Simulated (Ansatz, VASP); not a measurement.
Given: the input of a run of VASP 6.6.1 on GaN.

INCAR

```
ALGO = Normal
EDIFF = 1E-6
EDIFFG = -0.02
ENCUT = 600
GGA = RE
IBRION = 2
ISIF = 3
ISMEAR = -1
LASPH = True
LCHARG = False
LREAL = False
LWAVE = False
NELM = 80
NSW = 80
PREC = Accurate
SIGMA = 0.05
```

File KPOINTS:

```
k-points
0
Gamma
  7 7 4
```

POSCAR

```
GaN
1.0
    3.1800000000      0.0000000000      0.0000000000
   -1.5900000000      2.7539607840      0.0000000000
    0.0000000000      0.0000000000      5.1660000000
Ga N
2 2
Direct
    0.6666666667      0.3333333333      0.5000000000
    0.3333333333      0.6666666667      0.0000000000
    0.6666666667      0.3333333333      0.8750000000
    0.3333333333      0.6666666667      0.3750000000
```

Potentials or basis: VASP PAW PBE potentials, release 64 (Ga_d, N).

Command:

```console
$ cat potpaw_PBE.64/Ga_d/POTCAR potpaw_PBE.64/N/POTCAR > POTCAR
$ mpirun -np 1 vasp_std > vasp.out
```

Translate it to Ansatz 0.2.0. Potentials there: all-electron LAPW, scalar-relativistic.

As run (the cutoff follows the program's own potentials):

The input input.yaml:

```yaml
crystal:
  lattice:
    - [3.18, 0.0, 0.0]
    - [-1.59, 2.753960784, 0.0]
    - [0.0, 0.0, 5.166]
  atoms:
    - { symbol: Ga, position: [0.6666666667, 0.3333333333, 0.5] }
    - { symbol: Ga, position: [0.3333333333, 0.6666666667, 0.0] }
    - { symbol: "N", position: [0.6666666667, 0.3333333333, 0.875] }
    - { symbol: "N", position: [0.3333333333, 0.6666666667, 0.375] }
kpoints:
  mp_grid: { grid: [7, 7, 4] }
scf:
  occupations: { method: fermi_dirac, width: 0.05 }
hamiltonian:
  xc: revpbe
  pseudopotentials: { kind: all_electron, lapw: { basis_error: 0.002 } }
output:
  forces: true
  stress: true
relax:
  f_tol: 0.02
  max_steps: 60
  cell: {}
```

Potentials or basis: all-electron LAPW, scalar-relativistic.

Run with:

```sh
$ ansatz run input.yaml --threads 2 --pin off --max-ram 6144MiB --backend cpu --events-out ev --progress --plain --runs-dir out
```

Both were run:

|  | VASP | Ansatz | Ansatz less VASP |
| --- | --- | --- | --- |
| relaxed volume (Å³/atom) | 11.95 | 11.95 | -0.007 |
| relaxed cell length with the largest relative difference (Å) | 5.276 | 5.270 | -0.0057 |

VASP's potentials were made for PBE, not for revPBE. Ansatz ran all-electron here, and VASP with PAW potentials.

Noted on Ansatz's run: the k mesh is thin for a metal, which can move the energy by tens of meV per atom.
